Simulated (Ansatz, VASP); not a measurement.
Two plane-wave programs on MgO

```
Mg O
1.0
     2.13515   -2.13515    0.00000
     2.13515    0.00000   -2.13515
     8.82928    8.82928    8.82928
Mg O
6 6
Direct
  0.66667 0.66667 0.04030
  0.00000 0.00000 0.84639
  0.33333 0.33333 0.20152
  0.66667 0.66667 0.52396
  0.00000 0.00000 0.36274
  0.33333 0.33333 0.68517
  0.66667 0.66667 0.28213
  0.00000 0.00000 0.12091
  0.33333 0.33333 0.44335
  0.66667 0.66667 0.76578
  0.00000 0.00000 0.60457
  0.33333 0.33333 0.92700
```

Alike in both runs: task single point; functional LDA; k mesh 9 × 9 × 2; occupations gaussian, width 0.05 eV; no spin polarisation.

|  | VASP | Ansatz |
| --- | --- | --- |
| version | VASP 6.6.1 | Ansatz 0.2.0 |
| potentials or method | VASP PAW LDA potentials, release 64 (Mg, O), cutoff 520 eV | scalar-relativistic, plane waves, PAW |
| valence electrons in the cell | 48 | 96 |

Ansatz gave:

- gap on the k mesh at the Fermi level (eV): 1.76
- least direct gap on the mesh (eV): 1.76
- pressure (GPa): -13.6
- traceless stress, the component that is largest in VASP (GPa): -3.26
- rms of the force components (eV/Å): 0.632

Estimate VASP's values.

gap on the k mesh at the Fermi level (eV): 1.72; least direct gap on the mesh (eV): 1.72; pressure (GPa): -15.2; traceless stress, the component that is largest in VASP (GPa): -3.27; rms of the force components (eV/Å): 0.634.

LDA's correlation is that of Perdew and Zunger in VASP and of Perdew and Wang (1992) in Ansatz. Atom by atom the forces differ by 0.004 eV/Å (rms over components). VASP's potentials hold 48 valence electrons a cell and Ansatz's 96, so a difference there can come from the potentials and not from the codes.
